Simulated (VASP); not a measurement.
# NbTe (zincblende type) (F-43m) in VASP: notebook, part 2 of 2

VASP 6.6.1. Earlier steps stand in the parts before.

**4. Single point, LDA**

This run uses another cell than the first one, of 14.61 Å³/atom, 0.641 times its volume.

Contents of INCAR:

```
SYSTEM = NbTe
  PREC = Accurate
  ENCUT = 520
  EDIFF = 1E-6
  ISMEAR = -1
  SIGMA = 0.1
  LREAL = .FALSE.
  LASPH = .TRUE.
  NELM = 100
  ALGO = Normal
  ISIF = 2
  LWAVE = .FALSE.
  LCHARG = .FALSE.
  GGA = CA
  NBANDS = 16
```

Contents of KPOINTS:

```
regular mesh
0
G
  15 15 15
  0 0 0
```

Contents of POSCAR:

```
NbTe
1.0
    0.0000000000      2.4448382998      2.4448382998
    2.4448382998      0.0000000000      2.4448382998
    2.4448382998      2.4448382998      0.0000000000
Nb Te
1 1
Direct
    0.0000000000      0.0000000000      0.0000000000
    0.2500000000      0.2500000000      0.2500000000
```

Potentials or basis: VASP PAW LDA potentials, release 64 (Nb_sv, Te).

Launch:

```console
> cat potpaw_LDA.64/Nb_sv/POTCAR potpaw_LDA.64/Te/POTCAR > POTCAR
> mpirun -np 1 vasp_std > vasp.out
```

OUTCAR:

```text
SYSTEM = NbTe
   PREC = Accurate
   ENCUT = 520
   EDIFF = 1E-6
   ISMEAR = -1
   LREAL = .FALSE.
   LASPH = .TRUE.
   NELM = 100
   ISIF = 2
   GGA = CA

 ion  position               nearest neighbor table
   1  0.000  0.000  0.000-   2 2.12   2 2.12   2 2.12   2 2.12
   2  0.250  0.250  0.250-   1 2.12   1 2.12   1 2.12   1 2.12

  LATTYP: Found a face centered cubic cell.
 ALAT       =     4.8896765996

  Lattice vectors:

 A1 = (   0.0000000000,   2.4448382998,   2.4448382998)
 A2 = (   2.4448382998,   0.0000000000,   2.4448382998)
 A3 = (   2.4448382998,   2.4448382998,   0.0000000000)

Analysis of symmetry for initial positions (statically):
=====================================================================
 Subroutine PRICEL returns:
 Original cell was already a primitive cell.

 Routine SETGRP: Setting up the symmetry group for a
 face centered cubic supercell.

 Subroutine GETGRP returns: Found 24 space group operations
 (whereof 24 operations were pure point group operations)
 out of a pool of 48 trial point group operations.
[... 156 lines left out ...]
  ---------------------------------------------------
  ext. energy  EPLUGINS =         0.00000000
  ---------------------------------------------------
  free energy    TOTEN  =        -1.79416340 eV

  energy without entropy =       -1.71866441  energy(sigma->0) =       -1.75641391

 E-fermi :  16.7605     XC(G=0): -13.1952

 val. band max:       16.7574058376   @ k =   0.4000   0.4000   0.0000
 cond. band min:      16.7645564358   @ k =   0.4667   0.0000   0.0000
 fundamental gap:      0.0071505982
 Fermi energy:        16.7604747426

 k-point     1 :       0.0000    0.0000    0.0000
  band No.  band energies     occupation
      1     -37.4139      2.00000
      2     -13.9324      2.00000
      3     -13.9324      2.00000
      4     -13.9324      2.00000
      5       1.4710      2.00000
      6      10.7056      2.00000
[... 433 lines left out ...]
      3     -14.0228      2.00000
      4     -14.0157      2.00000
      5       2.3492      2.00000
      6       9.8469      2.00000
[... 8 lines left out ...]
     15      26.7936      0.00000
     16      27.1454      0.00000

 [... further k-points ...]
[... 5 lines left out ...]
  --------------------------------------------------------------------------------------
  -------------------------------------------------------------------------------------
  Total       42.4832175     42.4832175     42.4832175      0.0000000      0.0000000     -0.0000000
  in kB     2328.8824414   2328.8824414   2328.8824414      0.0000000      0.0000000     -0.0000000
  external PRESSURE =    2328.8824414 kB  Pullay stress =       0.0000000 kB

 VOLUME and BASIS-vectors are now :
 -----------------------------------------------------------------------------
  energy-cutoff  :      520.00
  volume of cell :       29.23
      direct lattice vectors                 reciprocal lattice vectors
     0.000000000  2.444838300  2.444838300    -0.204512503  0.204512503  0.204512503
     2.444838300  0.000000000  2.444838300     0.204512503 -0.204512503  0.204512503
     2.444838300  2.444838300  0.000000000     0.204512503  0.204512503 -0.204512503

 POSITION                                       TOTAL-FORCE (eV/Angst)
 -----------------------------------------------------------------------------------
      0.00000      0.00000      0.00000         0.000000      0.000000      0.000000
      1.22242      1.22242      1.22242        -0.000000     -0.000000     -0.000000
 -----------------------------------------------------------------------------------
    total drift:                                0.000000      0.000000      0.000000

  FREE ENERGIE OF THE ION-ELECTRON SYSTEM (eV)
  ---------------------------------------------------
  free  energy   TOTEN  =        -1.7941634012 eV

  energy  without entropy=       -1.7186644108  energy(sigma->0) =       -1.75641391
```

OSZICAR:

```text
N       E                     dE             d eps       ncg     rms          rms(c)
DAV:   1     0.196328034343E+03    0.19633E+03   -0.96132E+03  3848   0.115E+03
DAV:   2     0.712372395353E+01   -0.18920E+03   -0.18204E+03  4744   0.415E+02
DAV:   3    -0.160079311991E+01   -0.87245E+01   -0.84928E+01  5528   0.781E+01
DAV:   4    -0.220650955428E+01   -0.60572E+00   -0.60481E+00  5824   0.197E+01
DAV:   5    -0.221952624086E+01   -0.13017E-01   -0.13015E-01  5792   0.263E+00    0.241E+01
DAV:   6    -0.189722330010E+01    0.32230E+00   -0.20811E-01  5248   0.285E+00    0.148E+01
DAV:   7    -0.179884919114E+01    0.98374E-01   -0.26645E-01  5448   0.281E+00    0.844E-01
DAV:   8    -0.179427349151E+01    0.45757E-02   -0.24584E-02  5280   0.145E+00    0.461E-01
DAV:   9    -0.179417486330E+01    0.98628E-04   -0.19425E-03  5576   0.406E-01    0.649E-02
DAV:  10    -0.179416130633E+01    0.13557E-04   -0.14469E-04  5584   0.118E-01    0.518E-02
DAV:  11    -0.179416364613E+01   -0.23398E-05   -0.10922E-05  6032   0.378E-02    0.247E-02
DAV:  12    -0.179416340117E+01    0.24496E-06   -0.54027E-07  3704   0.594E-03
   1 F= -.17941634E+01 E0= -.17564139E+01  d E =-.754990E-01
```

Wall time 44 s (1 thread of Intel Xeon Platinum 8488C (Sapphire Rapids), shared host); peak memory 0.18 GiB.

Results:

| Item | Value |
| --- | --- |
| Free energy | -1.7942 eV |
| Pressure | 232.9 GPa |

Levels at points of the mesh, in eV from the Fermi level:
```tsv
k point	band 8	band 9	band 10	band 11	band 12	band 13
(0.00, 0.00, 0.00)	-6.05	-0.63	-0.63	4.31	6.74	6.74
```

Caveat: spin-orbit coupling is left out, which moves the levels of the heavy elements.

**5. Single point, LDA (volume scaled by 0.88)**

Contents of INCAR:

```
SYSTEM = NbTe
PREC     = Accurate       ! precision mode
ENCUT    = 520            ! plane-wave cutoff, eV
EDIFF    = 1E-6           ! SCF threshold, eV
ISMEAR   = -1             ! smearing method
SIGMA    = 0.1            ! smearing width, eV
LREAL    = .FALSE.        ! projectors in reciprocal space
LASPH    = .TRUE.         ! aspherical terms in the spheres
NELM     = 80             ! most SCF steps
ALGO     = Normal         ! electronic algorithm
ISIF     = 2              ! what is computed and relaxed
LWAVE    = .FALSE.        ! write WAVECAR
LCHARG   = .FALSE.        ! write CHGCAR
NBANDS   = 16             ! bands
```

Contents of KPOINTS:

```
regular mesh
0
G
  12 12 12
  0 0 0
```

Contents of POSCAR:

```
NbTe
1.0
    0.0000000000      2.9518052196      2.9518052196
    2.9518052196      0.0000000000      2.9518052196
    2.9518052196      2.9518052196      0.0000000000
Nb Te
1 1
Direct
    0.0000000000      0.0000000000      0.0000000000
    0.2500000000      0.2500000000      0.2500000000
```

Launch:

```console
> cat potpaw_LDA.64/Nb_sv/POTCAR potpaw_LDA.64/Te/POTCAR > POTCAR
> mpirun -np 1 vasp_std > vasp.out
```

It took 39 s on 1 thread of Intel Xeon Platinum 8488C (Sapphire Rapids), shared host; peak memory 0.19 GiB.

Results (log left out):

```yaml
Free_energy: -13.4146 eV
Pressure: 13.7 GPa
```

Levels at points of the mesh, in eV from the Fermi level:
| k point | band 7 | band 8 | band 9 | band 10 | band 11 | band 12 | band 13 | band 14 |
| --- | --- | --- | --- | --- | --- | --- | --- | --- |
| (0.00, 0.00, 0.00) | -4.26 | -4.26 | -0.19 | -0.19 | 2.05 | 4.95 | 4.95 | 4.95 |
| (0.50, 0.00, 0.00) | -3.89 | -3.89 | 0.12 | 0.12 | 0.23 | 2.65 | 2.65 | 3.70 |
| (0.50, 0.50, 0.00) | -3.15 | -3.15 | -1.41 | 0.32 | 0.47 | 0.94 | 0.94 | 6.51 |

Caveat: the cell differs from its parent crystal (volume scaled by 0.88); spin-orbit coupling is left out, which moves the levels of the heavy elements.

**6. The runs side by side**

| cell | k mesh | gap on the mesh (eV) | pressure (GPa) |
| --- | --- | --- | --- |
| a = 4.010 Å, angles 60.0°, 2 atoms | 12 × 12 × 12 | none | 34.3 |
| a = 3.458 Å, angles 60.0°, 2 atoms | 15 × 15 × 15 | none | 232.9 |
| a = 4.174 Å, angles 60.0°, 2 atoms | 12 × 12 × 12 | none | 13.7 |

Alike in all rows: task single point; level LDA; potentials or basis VASP PAW LDA potentials, release 64 (Nb_sv, Te); no spin polarisation; cutoff (eV) 520; smearing fermi-dirac 0.1 eV.

Caveats: spin-orbit coupling is left out, which moves the levels of the heavy elements.

Total energies depend on the potentials used, so only differences within one code and one set of settings carry meaning.
